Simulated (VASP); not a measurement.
Here is a VASP 6.6.1 calculation.

INCAR

```
PREC = Accurate ; ENCUT = 520
EDIFF = 1E-6 ; ISMEAR = 0
SIGMA = 0.1 ; LREAL = F
LASPH = T ; NELM = 100
ALGO = Normal ; ISIF = 2
LWAVE = F ; LCHARG = T
GGA = PE ; LELF = T
LVHAR = T ; NBANDS = 24
```

Contents of KPOINTS:

```
Automatic mesh
0
Gamma
  4 4 4
```

POSCAR

```
GaS3
1.0
    0.0000000000      3.2126153568      3.2126153568
    3.2126153568      0.0000000000      3.2126153568
    3.2126153568      3.2126153568      0.0000000000
Ga S
1 3
Direct
    0.0000000000      0.0000000000      0.0000000000
    0.5000000000      0.5000000000      0.5000000000
    0.7500000000      0.7500000000      0.7500000000
    0.2500000000      0.2500000000      0.2500000000
```

Potentials or basis: VASP PAW PBE potentials, release 64 (Ga_d, S).

Command:

```console
$ cat potpaw_PBE.64/Ga_d/POTCAR potpaw_PBE.64/S/POTCAR > POTCAR
$ mpirun -np 1 vasp_std > vasp.out
```

Q: Estimate the pressure.

A: -0.1 GPa.

Caveat: the k points lie up to 0.42 Å⁻¹ apart.
